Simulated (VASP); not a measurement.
Cu2O:

```
Cu O
1.0
     4.26000    0.00000    0.00000
     0.00000    4.26000    0.00000
     0.00000    0.00000    4.26000
Cu O
4 2
Direct
  0.25000 0.25000 0.25000
  0.25000 0.75000 0.75000
  0.75000 0.75000 0.25000
  0.75000 0.25000 0.75000
  0.00000 0.00000 0.00000
  0.50000 0.50000 0.50000
```

Base run:

| Property | Result |
| --- | --- |
| Program | VASP 6.6.1 |
| Functional | LDA |
| Potentials or basis | VASP PAW LDA potentials, release 64 (Cu, O) |
| Cutoff | 520 eV |
| k mesh | 7 × 7 × 7 |
| Occupations | fermi-dirac, width 0.02 eV |
| Spin | no spin polarisation |

Its results: band gap on the k mesh 0.55 eV, direct; pressure -7.4 GPa.

Q: The run is repeated on the same cell with these changes: functional from LDA to r2SCAN; potentials or basis from VASP PAW LDA potentials, release 64 (Cu, O) to VASP PAW PBE potentials, release 64 (Cu, O); cutoff from 520 eV to 580 eV. What comes out?

A: Band gap on the k mesh 0.77 eV, direct; pressure -0.3 GPa.

Caveats: the PAW data sets were made with another functional, which shifts forces and pressure a little (some runs).

A k mesh can miss the band edges.
